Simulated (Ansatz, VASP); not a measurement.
One calculation of LiH, two programs

```
Li H
1.0
     2.50166    0.00000    0.00000
     0.00000    2.50166    0.00000
     0.00000    0.00000    2.50166
Li H
1 1
Direct
  0.00000 0.00000 0.00000
  0.50000 0.50000 0.50000
```

Alike in both runs: task single point; functional PBE-based global hybrid; k mesh 4 × 4 × 4; no spin polarisation.

|  | VASP | Ansatz |
| --- | --- | --- |
| version | VASP 6.6.1 | Ansatz 0.2.0 |
| potentials or method | VASP PAW PBE potentials, release 64 (Li_sv, H) | plane waves |
| plane-wave cutoff (eV) | 520 | 420 |
| occupations | gaussian, width 0.01 eV | fixed |
| valence electrons in the cell | 4 | 4 |

|  | VASP | Ansatz | Ansatz less VASP |
| --- | --- | --- | --- |
| gap on the k mesh at the Fermi level (eV) | 0.97 | 0.93 | -0.039 |

VASP's potentials were made for PBE, not for PBE-based global hybrid. Ansatz's warnings: stress exchange threshold loose, stress scf threshold loose.

The k mesh is coarse, so the values compare programs but aren't converged. Noted on VASP's run: the cutoff is short for stress, so the pressure is rough.
